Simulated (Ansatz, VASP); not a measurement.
# One calculation of B6I, two programs

```xyz
7
Lattice="4.3018 0.0000 0.0000 -2.1509 3.7255 0.0000 0.0000 0.0000 5.7635" Properties=species:S:1:pos:R:3 pbc="T T T"
B    -0.6634    2.8666    4.1896
B     0.0000    1.7176    4.1896
B     0.6634    2.8666    4.1896
B     2.8143    0.8588    1.5740
B     1.4875    0.8588    1.5740
B     2.1509    2.0078    1.5740
I     0.0000    0.0000    2.8818
```

Alike in both runs: task relaxation of cell and atoms; functional PBE; k mesh 6 × 6 × 4; occupations gaussian, width 0.1 eV; no spin polarisation.

|  | VASP | Ansatz |
| --- | --- | --- |
| version | VASP 6.6.1 | Ansatz 0.2.0 |
| potentials or method | VASP PAW PBE potentials, release 64 (B, I), cutoff 600 eV | scalar-relativistic, plane waves, PAW |
| valence electrons in the cell | 25 | 35 |

VASP gave:

```
gap on the k mesh at the Fermi level, each at its own relaxed structure (eV) : none
relaxed volume (Å³/atom)                                                     : 18.64
relaxed cell length with the largest relative difference (Å)                 : 5.440
```

Q: Which values does Ansatz return?

A: gap on the k mesh at the Fermi level, each at its own relaxed structure (eV): none; relaxed volume (Å³/atom): 20.25; relaxed cell length with the largest relative difference (Å): 5.954.

A gap of «none» marks a metal or a gap that the smearing closes. One of these differences is far larger than is usual between the two programs; its cause wasn't traced. VASP's potentials hold 25 valence electrons a cell and Ansatz's 35, so a difference there can come from the potentials and not from the codes.

Neither program's run includes spin-orbit coupling. Noted on VASP's run: the volume moved by over 15 % at a fixed basis, so the end points are rough.
